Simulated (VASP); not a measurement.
Write the native input for VASP 6.6.1 that does the following.

| Quantity | Value |
| --- | --- |
| Task | single point |
| Functional | PBE |
| Potentials or basis | VASP PAW PBE potentials, release 64 (Li_sv, Sb) |
| Cutoff | 520 eV |
| k mesh | 16 × 16 × 16 |
| Occupations | gaussian, width 0.1 eV |
| Spin | no spin polarisation |
| Dipole correction | no |
| k mesh for the DOS | 24 × 24 × 24 |
| Occupations for the DOS | tetrahedron |
| Further INCAR settings | ALGO = Normal; EDIFF = 1e-06; NBANDS = 14 |

LiSb2:

```
CELL_PARAMETERS angstrom
-2.04778 2.04778 4.84821
2.04778 -2.04778 4.84821
2.04778 2.04778 -4.84821
ATOMIC_POSITIONS crystal
Li 0.50000 0.50000 0.00000
Sb 0.19737 0.19737 0.00000
Sb 0.80263 0.80263 0.00000
```

These files were run (other wordings do the same):

POSCAR

```
LiSb2
1.0
   -2.0477767137      2.0477767137      4.8482084139
    2.0477767137     -2.0477767137      4.8482084139
    2.0477767137      2.0477767137     -4.8482084139
Li Sb
1 2
Direct
    0.5000000000      0.5000000000      0.0000000000
    0.1973678895      0.1973678895      0.0000000000
    0.8026321105      0.8026321105      0.0000000000
```

INCAR.step1

```
SYSTEM = LiSb2
PREC = Accurate
ENCUT = 520
EDIFF = 1E-6
ISMEAR = 0
SIGMA = 0.1
LREAL = .False.
LASPH = .True.
NELM = 100
ALGO = Normal
ISIF = 2
LWAVE = .False.
LCHARG = .True.
GGA = PE
NBANDS = 14
```

KPOINTS.step1

```
regular mesh
0
Gamma
  16 16 16
  0 0 0
```

INCAR.step2

```
SYSTEM = LiSb2
PREC = Accurate
ENCUT = 520
EDIFF = 1E-6
ISMEAR = -5
SIGMA = 0.1
LREAL = .False.
LASPH = .True.
NELM = 100
ALGO = Normal
ISIF = 2
LWAVE = .False.
LCHARG = .False.
GGA = PE
LORBIT = 11
NBANDS = 14
NEDOS = 2001
ICHARG = 11
```

KPOINTS.step2

```
regular mesh
0
Gamma
  24 24 24
  0 0 0
```

Potentials or basis: VASP PAW PBE potentials, release 64 (Li_sv, Sb).

Run with:

```console
$ cat potpaw_PBE.64/Li_sv/POTCAR potpaw_PBE.64/Sb/POTCAR > POTCAR
$ cp INCAR.step1 INCAR
$ cp KPOINTS.step1 KPOINTS
$ mpirun -np 1 vasp_std > vasp.out
$ cp INCAR.step2 INCAR
$ cp KPOINTS.step2 KPOINTS
$ mpirun -np 1 vasp_std > vasp.out
```

Results of the run:

The valence electrons inside the program's atomic spheres are Li 2.04; Sb 2.39.

Run time: 15 min on 1 thread of AMD EPYC 9R45 96-Core Processor (Zen 5), with other jobs on the host, peak memory 1.1 GiB.
